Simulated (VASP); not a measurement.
Input of a VASP 6.6.1 run:

File INCAR:

```
SYSTEM = MgO
PREC = Accurate
ENCUT = 520
EDIFF = 1E-6
ISMEAR = 0
SIGMA = 0.01
LREAL = .FALSE.
LASPH = .TRUE.
NELM = 60
ALGO = Normal
ISIF = 2
LWAVE = .FALSE.
LCHARG = .FALSE.
GGA = PE
NBANDS = 11
```

The input KPOINTS:

```
regular mesh
0
G
  6 6 6
  0 0 0
```

File POSCAR:

```
MgO
1.0
    0.0000000000      2.1021674155      2.0180807188
    2.1021674155      0.0000000000      2.0180807188
    2.1021674155      2.1021674155      0.0000000000
Mg O
1 1
Direct
    0.0000000000      0.0000000000      0.0000000000
    0.5000000000      0.5000000000      0.5000000000
```

Potentials or basis: VASP PAW PBE potentials, release 64 (Mg, O).

Run with:

```sh
$ cat potpaw_PBE.64/Mg/POTCAR potpaw_PBE.64/O/POTCAR > POTCAR
$ mpirun -np 1 vasp_std > vasp.out
```

Predict the pressure.

13.2 GPa.

Predict the band gap on the k mesh.

5.15 eV, direct.

Stress tensor (GPa, compression positive):
```
 9.18  0.00  0.00
 0.00  9.18  0.00
 0.00  0.00 21.16
```

Caveat: the k points lie up to 0.44 Å⁻¹ apart; the cell differs from its parent crystal (uniaxial z strain -4.0%).
